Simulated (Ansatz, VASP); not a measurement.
Two plane-wave programs on FeSi

```
CELL_PARAMETERS angstrom
4.49208 0.00000 0.00000
0.00000 4.49208 0.00000
0.00000 0.00000 4.49208
ATOMIC_POSITIONS crystal
Fe 0.13599 0.13599 0.13599
Fe 0.36401 0.86401 0.63599
Fe 0.63599 0.36401 0.86401
Fe 0.86401 0.63599 0.36401
Si 0.84072 0.84072 0.84072
Si 0.65928 0.15928 0.34072
Si 0.34072 0.65928 0.15928
Si 0.15928 0.34072 0.65928
```

Alike in both runs: task relaxation of the atoms; functional PBE; k mesh 8 × 8 × 8; occupations gaussian, width 0.01 eV; no spin polarisation.

|  | VASP | Ansatz |
| --- | --- | --- |
| version | VASP 6.6.1 | Ansatz 0.2.0 |
| potentials or method | VASP PAW PBE potentials, release 64 (Fe, Si), cutoff 520 eV | scalar-relativistic, plane waves, PAW |
| valence electrons in the cell | 48 | 80 |

|  | VASP | Ansatz | Ansatz less VASP |
| --- | --- | --- | --- |
| gap on the k mesh at the Fermi level, each at its own relaxed structure (eV) | 0.16 | 0.17 | +0.010 |

VASP's potentials hold 48 valence electrons a cell and Ansatz's 80, so a difference there can come from the potentials and not from the codes. Ansatz's warnings: stress scf threshold loose.
